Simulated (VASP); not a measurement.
A run of VASP 6.6.1:

INCAR

```
PREC = Accurate
ENCUT = 520
EDIFF = 1E-6
ISMEAR = -1
SIGMA = 0.1
LREAL = False
LASPH = True
NELM = 100
ALGO = Normal
ISIF = 2
LWAVE = False
LCHARG = False
GGA = CA
NBANDS = 12
```

KPOINTS

```
Automatic mesh
0
Gamma
  12 12 12
```

The input POSCAR:

```
La
1.0
   -2.0506140671      2.0506140671      2.0506140671
    2.0506140671     -2.0506140671      2.0506140671
    2.0506140671      2.0506140671     -2.0506140671
La
1
Direct
    0.0000000000      0.0000000000      0.0000000000
```

Potentials or basis: VASP PAW LDA potentials, release 64 (La).

Command:

```console
$ cat potpaw_LDA.64/La/POTCAR > POTCAR
$ mpirun -np 1 vasp_std > vasp.out
```

Hardware: 1 thread of AMD EPYC 7R13, on a shared host.

Estimate the wall time of this run.

Run time: 61 s on 1 thread of AMD EPYC 7R13 (shared host), peak memory 0.14 GiB. Counts: scf iterations 11, k points 72.
